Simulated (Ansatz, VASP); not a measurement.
## One calculation of CaPtCl6, two programs

File INCAR:

```
SYSTEM = CaPtCl6
ALGO = Normal
EDIFF = 1E-6
ENCUT = 520
GGA = PE
ISIF = 2
ISMEAR = 0
LASPH = .TRUE.
LCHARG = .FALSE.
LREAL = .FALSE.
LWAVE = .FALSE.
NBANDS = 41
NELM = 80
PREC = Accurate
SIGMA = 0.1
```

The input KPOINTS:

```
k-points
0
G
  4 4 4
  0 0 0
```

File POSCAR:

```
CaPtCl6
1.0
    0.0000000000      5.3550000000      5.3550000000
    5.3550000000      0.0000000000      5.3550000000
    5.3550000000      5.3550000000      0.0000000000
Ca Pt Cl
1 1 6
Direct
    0.5000000000      0.5000000000      0.5000000000
    0.0000000000      0.0000000000      0.0000000000
    0.7500000000      0.2500000000      0.2500000000
    0.2500000000      0.7500000000      0.7500000000
    0.2500000000      0.7500000000      0.2500000000
    0.7500000000      0.2500000000      0.7500000000
    0.2500000000      0.2500000000      0.7500000000
    0.7500000000      0.7500000000      0.2500000000
```

Input for Ansatz:

```yaml
crystal:
  lattice:
    - [0.0, 5.355, 5.355]
    - [5.355, 0.0, 5.355]
    - [5.355, 5.355, 0.0]
  atoms:
    - { symbol: Ca, position: [0.5, 0.5, 0.5] }
    - { symbol: Pt, position: [0.0, 0.0, 0.0] }
    - { symbol: Cl, position: [0.75, 0.25, 0.25] }
    - { symbol: Cl, position: [0.25, 0.75, 0.75] }
    - { symbol: Cl, position: [0.25, 0.75, 0.25] }
    - { symbol: Cl, position: [0.75, 0.25, 0.75] }
    - { symbol: Cl, position: [0.25, 0.25, 0.75] }
    - { symbol: Cl, position: [0.75, 0.75, 0.25] }
basis:
  ecutwfc: 420
kpoints:
  mp_grid: { grid: [4, 4, 4] }
hamiltonian:
  xc: pbe
scf:
  occupations: { method: gaussian, width: 0.1 }
  lower_state_search: "off"
output:
  forces: true
  stress: true
  eigenvalues: true
```

Alike in both runs: task single point; functional PBE; k mesh 4 × 4 × 4; occupations gaussian, width 0.1 eV; no spin polarisation.

|  | VASP | Ansatz |
| --- | --- | --- |
| version | VASP 6.6.1 | Ansatz 0.2.0 |
| potentials or method | VASP PAW PBE potentials, release 64 (Ca_sv, Pt, Cl), cutoff 520 eV | scalar-relativistic, plane waves, PAW |
| valence electrons in the cell | 62 | 70 |

```csv
,VASP,Ansatz,Ansatz less VASP
gap on the k mesh at the Fermi level (eV),none,none,-
pressure (GPa),-4.7,-4.7,+0.03
```

A gap of «none» marks a metal or a gap that the smearing closes. VASP's potentials hold 62 valence electrons a cell and Ansatz's 70, so a difference there can come from the potentials and not from the codes.

Neither program's run includes spin-orbit coupling.
